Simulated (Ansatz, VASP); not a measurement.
## One calculation of P, two programs

Contents of INCAR:

```
  PREC = Accurate
  ENCUT = 520
  EDIFF = 1E-7
  ISMEAR = 0
  SIGMA = 0.02
  LREAL = False
  LASPH = True
  NELM = 60
  ALGO = Normal
  ISIF = 2
  LWAVE = False
  LCHARG = False
  LDIPOL = True
  IDIPOL = 3
  DIPOL = 0.5 0.5 0.500
  GGA = PE
  IVDW = 12
  NBANDS = 12
```

File KPOINTS:

```
Automatic mesh
0
Gamma
  9 9 1
```

Contents of POSCAR:

```
P
1.0
    3.0730000000      0.0000000000      0.0000000000
   -1.5365000000      2.6612960658      0.0000000000
    0.0000000000      0.0000000000     28.0000000000
P
2
Direct
    0.3333333333      0.6666666667      0.5333571429
    0.6666666667      0.3333333333      0.4666428571
```

Input for Ansatz:

```yaml
crystal:
  lattice:
    - [3.073, 0.0, 0.0]
    - [-1.5365, 2.6612960658, 0.0]
    - [0.0, 0.0, 28.0]
  atoms:
    - { symbol: P, position: [0.3333333333, 0.6666666667, 0.5333571429] }
    - { symbol: P, position: [0.6666666667, 0.3333333333, 0.4666428571] }
  periodic: [true, true, false]
basis:
  ecutwfc: 420
kpoints:
  mp_grid: { grid: [9, 9, 1] }
hamiltonian:
  xc: pbe
  dispersion: d3bj
scf:
  occupations: { method: gaussian, width: 0.02 }
output:
  forces: true
  stress: true
  eigenvalues: true
```

Alike in both runs: task single point; functional PBE; dispersion D3(BJ); k mesh 9 × 9 × 1; occupations gaussian, width 0.02 eV; no spin polarisation.

|  | VASP | Ansatz |
| --- | --- | --- |
| version | VASP 6.6.1 | Ansatz 0.2.0 |
| potentials or method | VASP PAW PBE potentials, release 64 (P), cutoff 520 eV | scalar-relativistic, plane waves, PAW |
| valence electrons in the cell | 10 | 10 |

|  | VASP | Ansatz | Ansatz less VASP |
| --- | --- | --- | --- |
| gap on the k mesh at the Fermi level (eV) | none | none | - |
| rms of the force components (eV/Å) | 1.483 | 1.473 | -0.0106 |

Atom by atom the forces differ by 0.011 eV/Å (rms over components). A gap of «none» marks a metal or a gap that the smearing closes.
